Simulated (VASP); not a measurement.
Crystal: NiO.

```
Ni O
1.0
     0.00000    2.13379   -2.13379
     0.00000    2.13379    2.13379
     4.26758    0.00000    0.00000
Ni O
2 2
Cartesian
  0.0000 0.0000 0.0000
  2.1338 2.1338 0.0000
  2.1338 2.1338 2.1338
  4.2676 4.2676 2.1338
```

Base run:

```yaml
Program: VASP 6.6.1
Functional: PBE
Potentials_or_basis: VASP PAW PBE potentials, release 64 (Ni, O)
Cutoff: 520 eV
k_mesh: 8 × 8 × 6
Occupations: gaussian, width 0.05 eV
Spin: collinear spin, antiferromagnetic start
Starting_moments: "[2.0, -2.0, 0.0, 0.0] μB"
Hubbard_terms: Ni d U = 6.2 eV
```

Its results: band gap on the k mesh 2.43 eV; pressure -8.0 GPa; net moment 0.00 μB per cell; site moments Ni +1.84, -1.84; O -0.06, +0.06 μB.

Question: The run is repeated on the same cell with these changes: k mesh from 8 × 8 × 6 to 5 × 5 × 3. What comes out?

Answer: Band gap on the k mesh 2.62 eV; pressure -8.0 GPa; net moment 0.00 μB per cell; site moments Ni +1.84, -1.84; O -0.06, +0.06 μB.

Caveats: some runs use coarse meshes.

A k mesh can miss the band edges.
